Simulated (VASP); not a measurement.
Write the native input for VASP 6.6.1 that does the following.

```
Task                   : single point
Functional             : PBE
Potentials or basis    : VASP PAW PBE potentials, release 64 (Ge_d, H)
Cutoff                 : 410 eV
k mesh                 : 3 × 3 × 1
Occupations            : gaussian, width 0.05 eV
Spin                   : no spin polarisation
Dipole correction      : yes
Further INCAR settings : ALGO = Normal; EDIFF = 1e-06; NBANDS = 164; NELMDL = -8
```

The structure of Ge5H2 lies in POSCAR:

```
Ge5H2
1.0
    8.1473826809      0.0000000000      0.0000000000
    0.0000000000      8.1473826809      0.0000000000
    0.0000000000      0.0000000000     19.5175094652
Ge H
20 8
Direct
    0.5000000000      0.5000000000      0.2513865784
    0.5000000000      0.0000000000      0.2513865784
    0.0000000000      0.5000000000      0.2513865784
    0.0000000000      0.0000000000      0.2513865784
    0.7500000000      0.5000000000      0.3251801834
    0.7500000000      0.0000000000      0.3251801834
    0.2500000000      0.5000000000      0.3251801834
    0.2500000000      0.0000000000      0.3251801834
    0.7498456353      0.7485194127      0.4032280482
    0.7498456353      0.2514805873      0.4032280482
    0.2507199150      0.7467830865      0.3974570620
    0.2507199150      0.2532169135      0.3974570620
    0.0071983666      0.7475960058      0.4764474400
    0.0071983666      0.2524039942      0.4764474400
    0.4953445666      0.7270293742      0.4768163414
    0.4953445666      0.2729706258      0.4768163414
    0.0842313888      0.0000000000      0.5443076775
    0.1087628667      0.5000000000      0.5443076775
    0.3784819515      0.0000000000      0.5087737949
    0.4361924736      0.5000000000      0.5661048201
    0.5083944213      0.6502083350      0.2033868863
    0.5083944213      0.3497916650      0.2033868863
    0.5083944213      0.1502083350      0.2033868863
    0.5083944213     -0.1502083350      0.2033868863
   -0.0083944213      0.3497916650      0.2033868863
   -0.0083944213      0.6502083350      0.2033868863
   -0.0083944213     -0.1502083350      0.2033868863
   -0.0083944213      0.1502083350      0.2033868863
```

One way to write it, as run:

INCAR

```
SYSTEM = Ge5H2
PREC     = Accurate       ! precision mode
ENCUT    = 410            ! plane-wave cutoff, eV
EDIFF    = 1E-6           ! SCF threshold, eV
ISMEAR   = 0              ! smearing method
SIGMA    = 0.05           ! smearing width, eV
LREAL    = .False.        ! projectors in reciprocal space
LASPH    = .True.         ! aspherical terms in the spheres
NELM     = 120            ! most SCF steps
ALGO     = Normal         ! electronic algorithm
ISIF     = 2              ! what is computed and relaxed
LWAVE    = .False.        ! write WAVECAR
LCHARG   = .True.         ! write CHGCAR
LDIPOL   = .True.       
IDIPOL   = 3            
DIPOL    = 0.5 0.5 0.343
GGA      = PE             ! functional
LELF     = .True.         ! ELF
LVHAR    = .True.       
LVACPOTAV= .True.       
NBANDS   = 164            ! bands
GGA_COMPAT= .False.      
NELMDL   = -8
```

KPOINTS

```
Automatic mesh
0
Gamma
  3 3 1
  0 0 0
```

Potentials or basis: VASP PAW PBE potentials, release 64 (Ge_d, H).

Run with:

```sh
$ cat potpaw_PBE.64/Ge_d/POTCAR potpaw_PBE.64/H/POTCAR > POTCAR
$ mpirun -np 1 vasp_std > vasp.out
```

Results of the run:

```
Largest force          : 0.782 eV/Å
Band gap on the k mesh : zero (bands 144 and 145 overlap by 0.06 eV)
```

Wall time 24 min on 1 thread of Intel(R) Xeon(R) 6975P-C (Granite Rapids), on a shared host, peak memory 1 GiB.
